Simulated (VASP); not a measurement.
# AlO (P-3m1) in VASP: further runs, part 3 of 3

VASP 6.6.1.

## (6) Single point, PBE, collinear spin, ferromagnetic start (atoms taken out)

Contents of INCAR:

```
SYSTEM = AlO
PREC = Accurate
ENCUT = 520
EDIFF = 1E-6
ISMEAR = 0
SIGMA = 0.1
LREAL = .FALSE.
LASPH = .TRUE.
NELM = 150
ALGO = Normal
ISIF = 2
LWAVE = .FALSE.
LCHARG = .FALSE.
ISPIN = 2
MAGMOM = 0 0 1 1
LORBIT = 11
GGA = PE
NBANDS = 21
```

Contents of KPOINTS:

```
Automatic mesh
0
G
  6 6 2
  0 0 0
```

Contents of POSCAR:

```
AlO
1.0
    2.5028996300      0.0000000000      0.0000000000
   -1.2514498100      2.1675746600      0.0000000000
    0.0000000000      0.0000000000      8.0092788100
Al O
2 2
Direct
    0.0000000000      0.0000000000      0.7500000000
    0.0000000000      0.0000000000      0.2500000000
    0.3333333300      0.6666666700      0.8700000000
    0.6666666700      0.3333333300      0.1300000000
```

Potentials or basis: VASP PAW PBE potentials, release 64 (Al, O).

Launch:

```sh
> cat potpaw_PBE.64/Al/POTCAR potpaw_PBE.64/O/POTCAR > POTCAR
> mpirun -np 1 vasp_std > vasp.out
```

OUTCAR:

```text
SYSTEM = AlO
   PREC = Accurate
   ENCUT = 520
   EDIFF = 1E-6
   ISMEAR = 0
   LREAL = .FALSE.
   LASPH = .TRUE.
   NELM = 150
   ISIF = 2
   ISPIN = 2
   LORBIT = 11
   GGA = PE

 ion  position               nearest neighbor table
   1  0.000  0.000  0.750-   3 1.74   3 1.74   3 1.74
   2  0.000  0.000  0.250-   4 1.74   4 1.74   4 1.74
   3  0.333  0.667  0.870-   1 1.74   1 1.74   1 1.74
   4  0.667  0.333  0.130-   2 1.74   2 1.74   2 1.74

  LATTYP: Found a hexagonal cell.
 ALAT       =     2.5028996300
 C/A-ratio  =     3.1999999976

  Lattice vectors:

 A1 = (   2.5028996300,   0.0000000000,   0.0000000000)
 A2 = (  -1.2514498100,   2.1675746600,   0.0000000000)
 A3 = (   0.0000000000,   0.0000000000,   8.0092788100)

Analysis of symmetry for initial positions (statically):
=====================================================================
 Subroutine PRICEL returns:
 Original cell was already a primitive cell.

 Routine SETGRP: Setting up the symmetry group for a
 hexagonal supercell.

 Subroutine GETGRP returns: Found 12 space group operations
 (whereof 12 operations were pure point group operations)
 out of a pool of 24 trial point group operations.

The static configuration has the point symmetry D_3d.

Analysis of symmetry for dynamics (positions and initial velocities):
=====================================================================
 Subroutine PRICEL returns:
 Original cell was already a primitive cell.

 Routine SETGRP: Setting up the symmetry group for a
 hexagonal supercell.

 Subroutine GETGRP returns: Found 12 space group operations
 (whereof 12 operations were pure point group operations)
 out of a pool of 24 trial point group operations.

The dynamic configuration has the point symmetry D_3d.

Analysis of structural, dynamic, and magnetic symmetry:
=====================================================================
 Subroutine PRICEL returns:
 Original cell was already a primitive cell.

 Routine SETGRP: Setting up the symmetry group for a
 hexagonal supercell.

 Subroutine GETGRP returns: Found 12 space group operations
 (whereof 12 operations were pure point group operations)
 out of a pool of 24 trial point group operations.

The overall configuration has the point symmetry D_3d.

 Subroutine INISYM returns: Found 12 space group operations
 (whereof 12 operations are pure point group operations),
 and found     1 'primitive' translations

----------------------------------------------------------------------------------------

                                     Primitive cell

  volume of cell :      43.4521

  direct lattice vectors                    reciprocal lattice vectors
     2.502899630  0.000000000  0.000000000     0.399536597  0.230672561  0.000000000
    -1.251449810  2.167574660  0.000000000     0.000000000  0.461345124  0.000000000
     0.000000000  0.000000000  8.009278810     0.000000000  0.000000000  0.124855187

  length of vectors
     2.502899630  2.502899625  8.009278810     0.461345123  0.461345124  0.124855187

  position of ions in fractional coordinates (direct lattice)
[... 68 lines left out ...]
   LSORBIT =      F    spin-orbit coupling
   LASPH  =      T    aspherical Exc in radial PAW
   ENCUT  =  520.0 eV  38.22 Ry    6.18 a.u.   4.65  4.65 14.89*2*pi/ulx,y,z
   NELM   =    150;   NELMIN=  2; NELMDL= -5     # of ELM steps
   EDIFF  = 0.1E-05   stopping-criterion for ELM
   LREAL  =      F    real-space projection
   EDIFFG = 0.1E-04   stopping-criterion for IOM
   NSW    =      0    number of steps for IOM
   IBRION =     -1    ionic relax: 0-MD 1-quasi-New 2-CG
   NFREE  =      0    steps in history (QN), initial steepest desc. (CG)
   ISIF   =      2    stress and relaxation
   ISYM   =      2    0-nonsym 1-usesym 2-fastsym
   POTIM  = 0.5000    time-step for ionic-motion
   TEBEG  =    0.0;   TEEND  =   0.0 temperature during run
   PSTRESS=    0.0 pullay stress
   NELECT =      18.0000    total number of electrons
   NUPDOWN=      -1.0000    fix difference up-down
   EMIN   =  10.00;   EMAX   =-10.00  energy-range for DOS
   EFERMI =   0.00;   METHOD = LEGACY
   ISMEAR =     0;   SIGMA  =   0.10  broadening in eV -4-tet -1-fermi 0-gaus
   EFERMI_NEDOS =   21; number of points for ismear=-14 and -15
   IALGO  =     38    algorithm
   IMIX   =      4    mixing-type and parameters
     AMIX     =   0.40;   BMIX     =  1.00
     AMIX_MAG =   1.60;   BMIX_MAG =  1.00
  volume/ion in A,a.u.               =      10.86        73.31
  Fermi-wavevector in a.u.,A,eV,Ry     =   1.220381  2.306185 20.263555  1.489329
  Thomas-Fermi vector in A             =   2.355600
   LORBIT       =     11    0 simple, 1 ext, 2 COOP (PROOUT), +10 PAW based schemes
   GGA     = PE    functional components
   LHFCALC =     F    Hartree Fock is set to
   AEXX    =    0.0000 exact exchange contribution
   IVDW    =     0    specifies the selected vdW correction
   LEPSILON=     F    determine dielectric tensor
   LRPA    =     F    only Hartree local field effects (RPA)
 spin polarized calculation
 Gauss-broadening in eV      SIGMA  =   0.10
  energy-cutoff  :      520.00
  volume of cell :       43.45
 maximum number of plane-waves:      1182
 NGX is ok and might be reduce to    20
   NGX =  9   NGY =  9   NGZ = 29

 number of electron      18.0000002 magnetization       0.3724462

 Free energy of the ion-electron system (eV)
  ---------------------------------------------------
  ext. energy  EPLUGINS =         0.00000000
  ---------------------------------------------------
  free energy    TOTEN  =       -21.03568510 eV

  energy without entropy =      -21.02396732  energy(sigma->0) =      -21.02982621

 E-fermi :   6.6599     XC(G=0): -10.5849

 val. band max:        6.6045098772   @ k =   0.1667   0.1667   0.0000
 cond. band min:       6.6726868940   @ k =   0.3333   0.1667   0.0000
 fundamental gap:      0.0681770168
 Fermi energy:         6.6598888603

 spin component 1

 k-point     1 :       0.0000    0.0000    0.0000
  band No.  band energies     occupation
      1     -14.9460      1.00000
      2     -14.3565      1.00000
      3      -2.4341      1.00000
      4      -0.5852      1.00000
      5       2.5034      1.00000
      6       4.5716      1.00000
[... 325 lines left out ...]
     20      24.0107      0.00000
     21      24.3396      0.00000
 Fermi energy:         6.6598888603

 spin component 2

 k-point     1 :       0.0000    0.0000    0.0000
  band No.  band energies     occupation
      1     -14.8699      1.00000
      2     -14.2800      1.00000
      3      -2.2309      1.00000
      4      -0.3612      1.00000
      5       2.7849      1.00000
      6       4.6273      1.00000
[... 325 lines left out ...]
     20      24.1182      0.00000
     21      24.4378      0.00000

------------------------ aborting loop because EDIFF is reached ----------------------------------------

  FORCE on cell =-STRESS in cart. coord.  units (eV):
  Direction    XX          YY          ZZ          XY          YZ          ZX
  --------------------------------------------------------------------------------------
  -------------------------------------------------------------------------------------
  Total       21.3245315     21.3245314      1.0394889      0.0000000     -0.0000000     -0.0000000
  in kB      786.2835122    786.2835102     38.3282977      0.0000018     -0.0000000     -0.0000000
  external PRESSURE =     536.9651067 kB  Pullay stress =       0.0000000 kB

 VOLUME and BASIS-vectors are now :
 -----------------------------------------------------------------------------
  energy-cutoff  :      520.00
  volume of cell :       43.45
      direct lattice vectors                 reciprocal lattice vectors
     2.502899630  0.000000000  0.000000000     0.399536597  0.230672561  0.000000000
    -1.251449810  2.167574660  0.000000000     0.000000000  0.461345124  0.000000000
     0.000000000  0.000000000  8.009278810     0.000000000  0.000000000  0.124855187

 POSITION                                       TOTAL-FORCE (eV/Angst)
 -----------------------------------------------------------------------------------
      0.00000      0.00000      6.00696         0.000000      0.000000      0.345584
      0.00000      0.00000      2.00232         0.000000     -0.000000     -0.345584
     -0.00000      1.44505      6.96807         0.000000      0.000000     -1.577849
      1.25145      0.72252      1.04121        -0.000000     -0.000000      1.577849
 -----------------------------------------------------------------------------------
    total drift:                               -0.000000     -0.000000      0.000000

  FREE ENERGIE OF THE ION-ELECTRON SYSTEM (eV)
  ---------------------------------------------------
  free  energy   TOTEN  =       -21.0356851045 eV

  energy  without entropy=      -21.0239673176  energy(sigma->0) =      -21.02982621

 total charge

# of ion       s       p       d       tot
------------------------------------------
    1        0.410   0.521   0.000   0.932
    2        0.410   0.521   0.000   0.932
    3        1.600   3.620   0.000   5.219
    4        1.600   3.620   0.000   5.219
--------------------------------------------------
tot          4.020   8.282   0.000  12.302

 magnetization (x)

# of ion       s       p       d       tot
------------------------------------------
    1        0.007   0.016   0.000   0.024
    2        0.007   0.016   0.000   0.024
    3        0.000   0.050   0.000   0.051
    4        0.000   0.050   0.000   0.051
--------------------------------------------------
tot          0.016   0.133   0.000   0.149
```

OSZICAR:

```text
N       E                     dE             d eps       ncg     rms          rms(c)
DAV:   1     0.688353820495E+02    0.68835E+02   -0.85352E+03  1176   0.759E+02
DAV:   2    -0.210679313036E+02   -0.89903E+02   -0.82535E+02  1399   0.184E+02
DAV:   3    -0.250488318527E+02   -0.39809E+01   -0.39626E+01  1579   0.371E+01
DAV:   4    -0.250816584789E+02   -0.32827E-01   -0.32824E-01  1356   0.376E+00
DAV:   5    -0.250822102268E+02   -0.55175E-03   -0.55175E-03  1555   0.480E-01    0.146E+01
DAV:   6    -0.209794618463E+02    0.41027E+01   -0.10433E+01  1355   0.229E+01    0.563E+00
DAV:   7    -0.210701408148E+02   -0.90679E-01   -0.74715E-01  1419   0.517E+00    0.258E+00
DAV:   8    -0.210347054980E+02    0.35435E-01   -0.14416E-01  1459   0.218E+00    0.113E+00
DAV:   9    -0.210345695229E+02    0.13598E-03   -0.21599E-02  1556   0.876E-01    0.454E-01
DAV:  10    -0.210350374829E+02   -0.46796E-03   -0.17112E-03  1430   0.232E-01    0.208E-01
DAV:  11    -0.210352937984E+02   -0.25632E-03   -0.53643E-04  1402   0.146E-01    0.728E-02
DAV:  12    -0.210354111906E+02   -0.11739E-03   -0.92084E-05  1473   0.561E-02    0.480E-02
DAV:  13    -0.210355064018E+02   -0.95211E-04   -0.50358E-05  1470   0.388E-02    0.307E-02
DAV:  14    -0.210355840439E+02   -0.77642E-04   -0.18630E-05  1492   0.228E-02    0.227E-02
DAV:  15    -0.210356695848E+02   -0.85541E-04   -0.61924E-05  1442   0.382E-02    0.104E-02
DAV:  16    -0.210356831791E+02   -0.13594E-04   -0.10683E-05  1485   0.143E-02    0.462E-03
DAV:  17    -0.210356848815E+02   -0.17024E-05   -0.12471E-06  1365   0.683E-03    0.152E-03
DAV:  18    -0.210356851045E+02   -0.22297E-06   -0.24705E-07   828   0.319E-03
   1 F= -.21035685E+02 E0= -.21029826E+02  d E =-.117178E-01  mag=     0.3725
```

stdout:

```text
POSCAR found type information on POSCAR AlO
 POSCAR found :  2 types and       4 ions
 scaLAPACK will be used
 LDA part: xc-table for (Slater+PW92), standard interpolation
 POSCAR, INCAR and KPOINTS ok, starting setup
 FFT: planning ... GRIDC
 FFT: planning ... GRID_SOFT
 FFT: planning ... GRID
 WAVECAR not read
 entering main loop
```

It took 48 s on 1 thread of Intel Xeon 8259CL, shared host; peak memory 0.18 GiB.

What came out:

* Free energy: -21.0357 eV
* Pressure: 53.7 GPa
* Largest force: 1.578 eV/Å
* Net moment: 0.37 μB per cell
* Site moments: Al +0.02; O +0.05 μB
* Valence electrons inside the program's atomic spheres: Al 0.93; O 5.22

Forces on the atoms (eV/Å):
```
Al   0.000  0.000  0.346
Al   0.000  0.000 -0.346
O    0.000  0.000 -1.578
O    0.000  0.000  1.578
```

Caveat: the k points lie up to 0.48 Å⁻¹ apart; the cell differs from its parent crystal (atoms taken out); a moment this small can come from the mesh or the smearing; forces of over 1 eV/Å act on the atoms, so gaps and moduli don't describe the material at rest.

## (7) The runs side by side

```csv
task,spin,cell,k mesh,cutoff (eV),gap on the mesh (eV),pressure (GPa),largest force (eV/Å)
single point,off,"a = 2.503, b = 2.503, c = 8.009 Å, angles 90.0, 90.0, 120.0°, 4 atoms, atomic positions A",6 × 6 × 2,520,none,53.4,1.52
single point,off,"a = 2.974, b = 2.974, c = 7.619 Å, angles 90.0, 90.0, 120.0°, 4 atoms, atomic positions B",6 × 6 × 2,520,1.10,0.0,0.03
single point,off,"a = 2.973, b = 2.973, c = 15.570 Å, angles 90.0, 90.0, 120.0°, 8 atoms, atomic positions C",6 × 6 × 1,520,1.11,0.0,0.02
relaxation of cell and atoms,off,"relaxed from a = 2.503, b = 2.503, c = 8.009 Å, angles 90.0, 90.0, 120.0°, 4 atoms, atomic positions A",6 × 6 × 2,600,1.02,0.3,0.03
single point,"collinear, ferromagnetic start","a = 2.503, b = 2.503, c = 8.009 Å, angles 90.0, 90.0, 120.0°, 4 atoms, atomic positions A",6 × 6 × 2,520,none,53.7,1.58
```

Alike in all rows: level PBE; potentials or basis VASP PAW PBE potentials, release 64 (Al, O); smearing gaussian 0.1 eV.

Caveats: some runs use coarse meshes; forces of over 1 eV/Å act on the atoms, so gaps and moduli don't describe the material at rest (at least some runs); a moment this small can come from the mesh or the smearing (at least some runs).

Total energies depend on the potentials used, so only differences within one code and one set of settings carry meaning.

The gap in the log of VASP goes by the Fermi energy; the results here count the filled bands.